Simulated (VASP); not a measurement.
# NaF (Villiaumite) (P1) in VASP: notebook

NaF (Villiaumite) is run at these levels: PBEsol+D3(BJ); tasks: single point.

Everything below comes from runs of VASP 6.6.1. Logs are shortened: lines on timing, memory, paths and dates and some standing lists are left out, and cuts for length are marked.

## (1) The cell of the first run

The typed cell holds 2 atoms: a = 3.296 Å, b = 3.326 Å, c = 3.263 Å, α = 60.29°, β = 59.57°, γ = 60.15°.

## (2) Single point, PBEsol+D3(BJ)

Input file INCAR:

```
PREC = Accurate
ENCUT = 520
EDIFF = 1E-7
ISMEAR = 0
SIGMA = 0.01
LREAL = False
LASPH = True
NELM = 100
ALGO = Normal
ISIF = 2
LWAVE = False
LCHARG = True
GGA = PS
IVDW = 12
LELF = True
LVHAR = True
NBANDS = 14
```

Input file KPOINTS:

```
Automatic mesh
0
Gamma
  4 4 4
```

Input file POSCAR:

```
NaF
1.0
    0.0042728547      2.3295045003      2.3316908442
    2.3434611613     -0.0242993655      2.3602730478
    2.2997043334      2.3143298759      0.0194574624
Na F
1 1
Direct
    0.0004400000      0.0308300000      0.9720700000
    0.4830400000      0.5162400000      0.5339200000
```

Potentials or basis: VASP PAW PBE potentials, release 64 (Na_pv, F).

Run with:

```
> cat potpaw_PBE.64/Na_pv/POTCAR potpaw_PBE.64/F/POTCAR > POTCAR
> mpirun -np 1 vasp_std > vasp.out
```

OUTCAR:

```text
PREC = Accurate
   ENCUT = 520
   EDIFF = 1E-7
   ISMEAR = 0
   LREAL = False
   LASPH = True
   NELM = 100
   ISIF = 2
   GGA = PS
   IVDW = 12
 IVDW          = 12

 ion  position               nearest neighbor table
   1  0.000  0.031  0.972-   2 2.22   2 2.24   2 2.27
   2  0.483  0.516  0.534-   1 2.22   1 2.24   1 2.27

  LATTYP: Found a triclinic cell.
 ALAT       =     3.2581680673
 B/A-ratio  =     1.0116009674
 C/A-ratio  =     1.0156495221
 COS(alpha) =     0.0009533344
 COS(beta)  =     0.4893977470
 COS(gamma) =     0.5044277883

  Lattice vectors:

 A1 = (   2.2954314787,  -0.0151746244,  -2.3122333818)
 A2 = (  -0.0042728547,  -2.3295045003,  -2.3316908442)
 A3 = (  -0.0437568279,   2.3386292414,  -2.3408155854)

Analysis of symmetry for initial positions (statically):
=====================================================================
 Subroutine PRICEL returns:
 Original cell was already a primitive cell.

 Routine SETGRP: Setting up the symmetry group for a
 triclinic supercell.

 Subroutine GETGRP returns: Found  1 space group operations
 (whereof  1 operations were pure point group operations)
 out of a pool of  2 trial point group operations.

The static configuration has the point symmetry C_1 .

Analysis of symmetry for dynamics (positions and initial velocities):
=====================================================================
 Subroutine PRICEL returns:
 Original cell was already a primitive cell.

 Routine SETGRP: Setting up the symmetry group for a
 triclinic supercell.

 Subroutine GETGRP returns: Found  1 space group operations
 (whereof  1 operations were pure point group operations)
 out of a pool of  2 trial point group operations.

The dynamic configuration has the point symmetry C_1 .

 Subroutine INISYM returns: Found  1 space group operations
 (whereof  1 operations are pure point group operations),
 and found     1 'primitive' translations

----------------------------------------------------------------------------------------

                                     Primitive cell

  volume of cell :      25.2911

  direct lattice vectors                    reciprocal lattice vectors
     0.004272855  2.329504500  2.331690844    -0.216001404  0.212814879  0.216653818
     2.343461161 -0.024299365  2.360273048     0.211575045 -0.212015550  0.211429036
     2.299704333  2.314329876  0.019457462     0.219639122  0.215654192 -0.215854472

  length of vectors
     3.295965969  3.326152362  3.262689288     0.372673659  0.366629009  0.375953757

  position of ions in fractional coordinates (direct lattice)
     0.000440000  0.030830000  0.972070000
     0.483040000  0.516240000  0.533920000

  ion indices of the primitive-cell ions
   primitive index   ion index
                 1           1
                 2           2

----------------------------------------------------------------------------------------

 KPOINTS: Automatic mesh

Automatic generation of k-mesh.
 Grid dimensions read from file:
 generate k-points for:    4    4    4

 Generating k-lattice:

  Cartesian coordinates                     Fractional coordinates (reciprocal lattice)
    -0.054000351  0.053203720  0.054163455     0.250000000  0.000000000  0.000000000
     0.052893761 -0.053003887  0.052857259     0.000000000  0.250000000  0.000000000
     0.054909781  0.053913548 -0.053963618     0.000000000  0.000000000  0.250000000

  Length of vectors
     0.093168415  0.091657252  0.093988439

  Shift w.r.t. Gamma in fractional coordinates (k-lattice)
     0.000000000  0.000000000  0.000000000

 Subroutine IBZKPT returns following result:
 ===========================================

 Found     36 irreducible k-points:

 Following reciprocal coordinates:
            Coordinates               Weight
  0.000000  0.000000  0.000000      1.000000
  0.250000  0.000000 -0.000000      2.000000
  0.500000  0.000000 -0.000000      1.000000
 -0.000000  0.250000  0.000000      2.000000
  0.250000  0.250000 -0.000000      2.000000
  0.500000  0.250000 -0.000000      2.000000
[... 16 lines left out ...]
  0.000000 -0.250000  0.250000      2.000000
  0.250000 -0.250000  0.250000      2.000000
 [... further k-points ...]
   k-points           NKPTS =     36   k-points in BZ     NKDIM =     36   number of bands    NBANDS=     14
   number of dos      NEDOS =    301   number of ions     NIONS =      2
   total plane-waves  NPLWV =  18816
   dimension x,y,z NGX =    28 NGY =   28 NGZ =   24
   dimension x,y,z NGXF=    56 NGYF=   56 NGZF=   48
   ions per type =               1   1
   NGX,Y,Z   is equivalent  to a cutoff of  14.12, 13.99, 12.23 a.u.
   NGXF,Y,Z  is equivalent  to a cutoff of  28.25, 27.99, 24.46 a.u.
 SYSTEM =  unknown system
   PREC   = accura    normal or accurate (medium, high low for compatibility)
   ISTART =      0    job   : 0-new  1-cont  2-samecut
   ICHARG =      2    charge: 1-file 2-atom 10-const
   ISPIN  =      1    spin polarized calculation?
   LNONCOLLINEAR =      F non collinear calculations
   LSORBIT =      F    spin-orbit coupling
   LASPH  =      T    aspherical Exc in radial PAW
   ENCUT  =  520.0 eV  38.22 Ry    6.18 a.u.   6.13  6.18  6.07*2*pi/ulx,y,z
   NELM   =    100;   NELMIN=  2; NELMDL= -5     # of ELM steps
   EDIFF  = 0.1E-06   stopping-criterion for ELM
   LREAL  =      F    real-space projection
   EDIFFG = 0.1E-05   stopping-criterion for IOM
   NSW    =      0    number of steps for IOM
   IBRION =     -1    ionic relax: 0-MD 1-quasi-New 2-CG
   NFREE  =      0    steps in history (QN), initial steepest desc. (CG)
   ISIF   =      2    stress and relaxation
   ISYM   =      2    0-nonsym 1-usesym 2-fastsym
   POTIM  = 0.5000    time-step for ionic-motion
   TEBEG  =    0.0;   TEEND  =   0.0 temperature during run
   PSTRESS=    0.0 pullay stress
   NELECT =      14.0000    total number of electrons
   NUPDOWN=      -1.0000    fix difference up-down
   EMIN   =  10.00;   EMAX   =-10.00  energy-range for DOS
   EFERMI =   0.00;   METHOD = LEGACY
   ISMEAR =     0;   SIGMA  =   0.01  broadening in eV -4-tet -1-fermi 0-gaus
   EFERMI_NEDOS =   21; number of points for ismear=-14 and -15
   IALGO  =     38    algorithm
   IMIX   =      4    mixing-type and parameters
     AMIX     =   0.40;   BMIX     =  1.00
     AMIX_MAG =   1.60;   BMIX_MAG =  1.00
  volume/ion in A,a.u.               =      12.65        85.34
  Fermi-wavevector in a.u.,A,eV,Ry     =   1.344192  2.540155 24.583719  1.806852
  Thomas-Fermi vector in A             =   2.472205
   LORBIT       =      0    0 simple, 1 ext, 2 COOP (PROOUT), +10 PAW based schemes
   GGA     = PS    functional components
   LHFCALC =     F    Hartree Fock is set to
   AEXX    =    0.0000 exact exchange contribution
   IVDW    =    12    specifies the selected vdW correction
   LEPSILON=     F    determine dielectric tensor
   LRPA    =     F    only Hartree local field effects (RPA)
 non-spin polarized calculation
 Gauss-broadening in eV      SIGMA  =   0.01
  energy-cutoff  :      520.00
  volume of cell :       25.29
 maximum number of plane-waves:       691
 NGX is ok and might be reduce to    28
   NGX = 13   NGY = 13   NGZ = 13

 number of electron      14.0000002 magnetization

 Free energy of the ion-electron system (eV)
  ---------------------------------------------------
  ext. energy  EPLUGINS =         0.00000000
  ---------------------------------------------------
  free energy    TOTEN  =        -8.73727414 eV

  energy without entropy =       -8.73727414  energy(sigma->0) =       -8.73727414

 E-fermi :  -2.1647     XC(G=0):  -9.2432

 val. band max:       -2.2135825404   @ k =   0.0000   0.0000   0.0000
 cond. band min:       3.8239738068   @ k =   0.0000   0.0000   0.0000
 fundamental gap:      6.0375563472
 Fermi energy:        -2.1647321652

 k-point     1 :       0.0000    0.0000    0.0000
  band No.  band energies     occupation
      1     -21.3482      2.00000
      2     -21.0500      2.00000
      3     -21.0464      2.00000
      4     -20.9832      2.00000
      5      -2.2954      2.00000
      6      -2.2502      2.00000
      7      -2.2136      2.00000
      8       3.8240      0.00000
      9      16.1717      0.00000
     10      16.5475      0.00000
     11      16.9274      0.00000
     12      19.0961      0.00000
     13      21.4230      0.00000
     14      21.6042      0.00000

 k-point     2 :       0.2500    0.0000   -0.0000
  band No.  band energies     occupation
      1     -21.7210      2.00000
      2     -21.0627      2.00000
      3     -21.0531      2.00000
      4     -20.5352      2.00000
      5      -3.1408      2.00000
      6      -2.4084      2.00000
      7      -2.3428      2.00000
      8       5.6778      0.00000
      9      12.6381      0.00000
     10      16.9235      0.00000
     11      17.4395      0.00000
     12      20.1495      0.00000
     13      20.4635      0.00000
     14      21.7739      0.00000

 k-point     3 :       0.5000    0.0000   -0.0000
  band No.  band energies     occupation
      1     -21.9147      2.00000
      2     -21.0690      2.00000
      3     -21.0588      2.00000
      4     -20.2728      2.00000
      5      -3.8218      2.00000
      6      -2.5255      2.00000
      7      -2.4619      2.00000
      8       8.2573      0.00000
      9       9.9496      0.00000
     10      17.2333      0.00000
     11      17.6429      0.00000
     12      20.2990      0.00000
     13      20.8005      0.00000
     14      21.0974      0.00000
[... 324 lines left out ...]
 k-point    23 :       0.0000   -0.2500    0.2500
  band No.  band energies     occupation
      1     -21.7524      2.00000
      2     -21.1118      2.00000
      3     -21.0637      2.00000
      4     -20.4256      2.00000
      5      -3.4203      2.00000
      6      -2.8033      2.00000
      7      -2.4900      2.00000
      8       7.8487      0.00000
      9      11.3894      0.00000
     10      14.5800      0.00000
     11      17.8993      0.00000
     12      19.2171      0.00000
     13      19.9738      0.00000
     14      24.7589      0.00000

 k-point    24 :       0.2500   -0.2500    0.2500
  band No.  band energies     occupation
      1     -21.6997      2.00000
      2     -21.1147      2.00000
      3     -21.0847      2.00000
      4     -20.4691      2.00000
      5      -3.4853      2.00000
      6      -2.8176      2.00000
      7      -2.5224      2.00000
      8       8.8994      0.00000
      9      10.5614      0.00000
     10      14.0732      0.00000
     11      17.2356      0.00000
     12      17.6911      0.00000
     13      23.2439      0.00000
     14      24.3990      0.00000

 [... further k-points ...]

------------------------ aborting loop because EDIFF is reached ----------------------------------------

 Edisp (eV)   -0.31871

 E8    (eV) :    -0.2118

  FORCE on cell =-STRESS in cart. coord.  units (eV):
  Direction    XX          YY          ZZ          XY          YZ          ZX
  --------------------------------------------------------------------------------------
  -------------------------------------------------------------------------------------
  Total      -0.25733    -0.35806    -0.45311     0.02835     0.04609    -0.05701
  in kB     -16.30176   -22.68290   -28.70433     1.79593     2.91950    -3.61168
  external pressure =      -22.56 kB  Pullay stress =        0.00 kB

 VOLUME and BASIS-vectors are now :
 -----------------------------------------------------------------------------
  energy-cutoff  :      520.00
  volume of cell :       25.29
      direct lattice vectors                 reciprocal lattice vectors
     0.004272855  2.329504500  2.331690844    -0.216001404  0.212814879  0.216653818
     2.343461161 -0.024299365  2.360273048     0.211575045 -0.212015550  0.211429036
     2.299704333  2.314329876  0.019457462     0.219639122  0.215654192 -0.215854472

 POSITION                                       TOTAL-FORCE (eV/Angst)
 -----------------------------------------------------------------------------------
      2.30772      2.24997      0.09271         0.242201      0.205807     -0.136259
      2.43971      2.34837      2.35516        -0.242201     -0.205807      0.136259
 -----------------------------------------------------------------------------------
    total drift:                               -0.000420     -0.000447      0.000562

  FREE ENERGIE OF THE ION-ELECTRON SYSTEM (eV)
  ---------------------------------------------------
  free  energy   TOTEN  =        -9.0559801784 eV

  energy  without entropy=       -9.0559801784  energy(sigma->0) =       -9.05598018
```

Wall time 12 s (1 thread of Intel Xeon Platinum 8488C (Sapphire Rapids), shared host); peak memory 0.15 GiB.

What came out:

```yaml
Free_energy: -9.0560 eV
Pressure: -2.3 GPa
Largest_force: 0.346 eV/Å
Band_gap_on_the_k_mesh: 6.04 eV, direct
Dispersion_energy_per_atom: -0.159 eV
```

Forces in eV/Å, atoms in the order of the input:
```
Na   0.242  0.206 -0.136
F   -0.242 -0.206  0.136
```

Caveat: the k points lie up to 0.59 Å⁻¹ apart; three body term missing; the PAW data sets were made with another functional, which shifts forces and pressure a little. A hybrid or GW would open this gap; PBEsol tends to underestimate it.

(Part 1 of 2 ends here.)
